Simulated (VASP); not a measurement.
# AlIn3Sb4 in VASP: a series of runs, part 2 of 2

VASP 6.6.1.

## (3) Single point, PBE

INCAR reads:

```
ALGO = Normal
EDIFF = 1E-7
ENCUT = 520
GGA = PE
ISIF = 2
ISMEAR = 0
LASPH = T
LCHARG = F
LREAL = F
LWAVE = F
NBANDS = 41
NELM = 80
PREC = Accurate
SIGMA = 0.2
```

KPOINTS reads:

```
k-points
0
Gamma
  6 6 2
```

POSCAR reads:

```
AlIn3Sb4
1.0
    4.6139793000      0.0000000000      0.0000000000
    0.0000000000      4.6139793000      0.0000000000
    0.0000000000      0.0000000000     13.0736708000
Al In Sb
1 3 4
Direct
    0.5000000000      0.5000000000      0.0000000000
    0.0000000000      0.0000000000      0.7576940000
    0.0000000000      0.0000000000      0.2423060000
    0.5000000000      0.5000000000      0.5000000000
    0.5000000000      0.0000000000      0.8875770000
    0.0000000000      0.5000000000      0.1124230000
    0.5000000000      0.0000000000      0.3710950000
    0.0000000000      0.5000000000      0.6289050000
```

Potentials or basis: VASP PAW PBE potentials, release 64 (Al, In_d, Sb).

Started as:

```console
cat potpaw_PBE.64/Al/POTCAR potpaw_PBE.64/In_d/POTCAR potpaw_PBE.64/Sb/POTCAR > POTCAR
mpirun -np 1 vasp_std > vasp.out
```

Wall time 2.7 min (1 thread of Intel Xeon 6975P-C (Granite Rapids), shared host); peak memory 0.47 GiB.

It converged, with:

```
Free energy            : -28.9781 eV
Pressure               : 0.1 GPa
Largest force          : 0.014 eV/Å
Band gap on the k mesh : zero (filled and empty bands touch)
```

Forces on the atoms (eV/Å):
```
Al   0.000  0.000  0.000
In   0.000  0.000 -0.001
In   0.000  0.000  0.001
In   0.000  0.000  0.000
Sb   0.000  0.000 -0.014
Sb   0.000  0.000  0.014
Sb   0.000  0.000  0.000
Sb   0.000  0.000  0.000
```

Stress tensor (GPa, compression positive):
```
0.08 0.00 0.00
0.00 0.08 0.00
0.00 0.00 0.00
```

Levels at points of the mesh, in eV from the Fermi level:
| k point | band 29 | band 30 | band 31 | band 32 | band 33 | band 34 |
| --- | --- | --- | --- | --- | --- | --- |
| (0.00, 0.00, 0.00) | -0.28 | -0.20 | -0.09 | -0.09 | 1.14 | 1.16 |
| (0.50, 0.00, 0.00) | -0.97 | -0.89 | -0.87 | 0.40 | 0.53 | 1.75 |
| (0.50, 0.50, 0.00) | -2.17 | -2.17 | -2.11 | 1.02 | 1.30 | 1.30 |
| (0.00, 0.00, 0.50) | -0.69 | -0.51 | -0.51 | 0.93 | 1.12 | 1.45 |
| (0.50, 0.00, 0.50) | -0.96 | -0.89 | -0.89 | 1.24 | 1.33 | 1.37 |
| (0.50, 0.50, 0.50) | -2.39 | -2.37 | -2.37 | 1.73 | 1.98 | 2.05 |

Caveat: semilocal functionals underestimate gaps, so a narrow gap can read as zero; spin-orbit coupling is left out, which moves the levels of the heavy elements.

## (4) Single point, PBE

INCAR reads:

```
ALGO = Normal
EDIFF = 1E-6
ENCUT = 520
GGA = PE
ISIF = 2
ISMEAR = 0
LASPH = T
LCHARG = T
LELF = T
LREAL = F
LVHAR = T
LWAVE = F
NBANDS = 41
NELM = 60
PREC = Accurate
SIGMA = 0.2
```

KPOINTS is that of step 3.

POSCAR reads:

```
AlIn3Sb4
1.0
    4.6208712136     -0.0003412947     -0.0001519304
   -0.0003309381      4.6197489831     -0.0002785251
   -0.0008367862     -0.0005964944     13.0535562418
Al In Sb
1 3 4
Direct
    0.5001009786      0.4997261237      0.0000035104
   -0.0001776011      0.0008926471      0.7578515589
   -0.0003977817     -0.0008265772      0.2421737920
    0.5003972733      0.5002673409      0.5000024411
    0.4999092767     -0.0002180648      0.8877540177
    0.0000572033      0.4992189562      0.1122251137
    0.4997308312      0.0001871685      0.3710290870
    0.0003798197      0.5007524057      0.6289604793
```

Started as:

```console
cat potpaw_PBE.64/Al/POTCAR potpaw_PBE.64/In_d/POTCAR potpaw_PBE.64/Sb/POTCAR > POTCAR
mpirun -np 1 vasp_std > vasp.out
```

It took 4.4 min on 1 thread of Intel Xeon 6975P-C (Granite Rapids), shared host; peak memory 0.59 GiB.

Results (log left out):

- Free energy: -28.9782 eV
- Pressure: 0.0 GPa
- Largest force: 0.025 eV/Å
- Band gap on the k mesh: zero (filled and empty bands touch)

Forces in eV/Å, atoms in the order of the input:
```
Al  -0.001  0.000  0.000
In   0.002 -0.004 -0.004
In   0.002  0.002  0.004
In  -0.001  0.000  0.001
Sb  -0.001  0.001 -0.025
Sb   0.001  0.003  0.025
Sb   0.000 -0.002 -0.002
Sb  -0.001 -0.001  0.000
```

Levels at points of the mesh, in eV from the Fermi level:
```csv
k point,band 29,band 30,band 31,band 32,band 33,band 34
"(0.00, 0.00, 0.00)",-0.28,-0.19,-0.09,-0.09,1.13,1.14
"(0.50, 0.00, 0.00)",-0.97,-0.89,-0.87,0.40,0.53,1.74
"(0.00, 0.50, 0.00)",-0.97,-0.89,-0.88,0.40,0.53,1.74
"(0.50, 0.50, 0.00)",-2.16,-2.16,-2.10,1.03,1.31,1.31
"(0.00, 0.00, 0.50)",-0.69,-0.51,-0.51,0.93,1.11,1.45
"(0.50, 0.00, 0.50)",-0.96,-0.89,-0.89,1.23,1.33,1.37
"(0.00, 0.50, 0.50)",-0.96,-0.89,-0.89,1.23,1.33,1.37
"(0.50, 0.50, 0.50)",-2.38,-2.36,-2.36,1.74,1.99,2.07
```

Caveat: semilocal functionals underestimate gaps, so a narrow gap can read as zero; spin-orbit coupling is left out, which moves the levels of the heavy elements.

## (5) Single point, PBE

INCAR reads:

```
  PREC = Accurate
  ENCUT = 520
  EDIFF = 1E-6
  ISMEAR = 0
  SIGMA = 0.1
  LREAL = False
  LASPH = True
  NELM = 60
  ALGO = Normal
  ISIF = 2
  LWAVE = False
  LCHARG = True
  GGA = PE
  LELF = True
  LVHAR = True
  NBANDS = 41
```

KPOINTS reads:

```
Automatic mesh
0
Gamma
  8 8 4
```

POSCAR reads:

```
AlIn3Sb4
1.0
    4.6139793000      0.0000000000      0.0000000000
    0.0000000000      4.6139793000      0.0000000000
    0.0000000000      0.0000000000     13.0736708000
Al In Sb
1 3 4
Direct
    0.5000000000      0.5000000000      0.0000000000
    0.0000000000      0.0000000000      0.7576940000
    0.0000000000      0.0000000000      0.2423060000
    0.5000000000      0.5000000000      0.5000000000
    0.5000000000      0.0000000000      0.8875770000
    0.0000000000      0.5000000000      0.1124230000
    0.5000000000      0.0000000000      0.3710950000
    0.0000000000      0.5000000000      0.6289050000
```

Started as:

```console
cat potpaw_PBE.64/Al/POTCAR potpaw_PBE.64/In_d/POTCAR potpaw_PBE.64/Sb/POTCAR > POTCAR
mpirun -np 1 vasp_std > vasp.out
```

Run time: 5 min. Hardware: 1 thread of Intel Xeon 6975P-C (Granite Rapids), shared host; peak memory 0.64 GiB.

It converged, with:

| Property | Result |
| --- | --- |
| Free energy | -28.9995 eV |
| Pressure | 0.0 GPa |
| Largest force | 0.016 eV/Å |
| Band gap on the k mesh | zero (filled and empty bands touch) |

Forces in eV/Å, atoms in the order of the input:
```
Al   0.000  0.000  0.000
In   0.000  0.000 -0.001
In   0.000  0.000  0.001
In   0.000  0.000  0.000
Sb   0.000  0.000 -0.016
Sb   0.000  0.000  0.016
Sb   0.000  0.000  0.000
Sb   0.000  0.000  0.000
```

Levels at points of the mesh, in eV from the Fermi level:
```tsv
k point	band 28	band 29	band 30	band 31	band 32	band 33	band 34	band 35
(0.00, 0.00, 0.00)	-1.23	-0.22	-0.15	-0.04	-0.04	1.19	1.21	1.69
(0.50, 0.00, 0.00)	-0.95	-0.92	-0.83	-0.82	0.45	0.58	1.80	2.12
(0.50, 0.50, 0.00)	-2.19	-2.12	-2.12	-2.06	1.07	1.35	1.35	1.51
(0.00, 0.00, 0.50)	-0.63	-0.63	-0.45	-0.45	0.99	1.17	1.51	1.56
(0.50, 0.00, 0.50)	-1.45	-0.90	-0.84	-0.84	1.29	1.38	1.42	1.52
(0.50, 0.50, 0.50)	-2.40	-2.34	-2.32	-2.32	1.78	2.03	2.11	2.11
```

Caveat: semilocal functionals underestimate gaps, so a narrow gap can read as zero; spin-orbit coupling is left out, which moves the levels of the heavy elements.

## (6) The runs side by side

```csv
cell,k mesh,smearing,gap on the mesh (eV),pressure (GPa),largest force (eV/Å)
"a = 4.614, b = 4.614, c = 13.074 Å, 8 atoms",4 × 4 × 2,gaussian 0.1 eV,none,0.2,-
"a = 4.614, b = 4.614, c = 13.074 Å, 8 atoms",6 × 6 × 2,gaussian 0.2 eV,none,0.1,0.01
"a = 4.621, b = 4.620, c = 13.054 Å, 8 atoms",6 × 6 × 2,gaussian 0.2 eV,none,0.0,0.03
"a = 4.614, b = 4.614, c = 13.074 Å, 8 atoms",8 × 8 × 4,gaussian 0.1 eV,none,0.0,0.02
```

Alike in all rows: task single point; level PBE; potentials or basis VASP PAW PBE potentials, release 64 (Al, In_d, Sb); no spin polarisation; cutoff (eV) 520.

Caveats: semilocal functionals underestimate gaps, so a narrow gap can read as zero; spin-orbit coupling is left out, which moves the levels of the heavy elements.

Absolute energies hang on the potentials; compare differences alone.
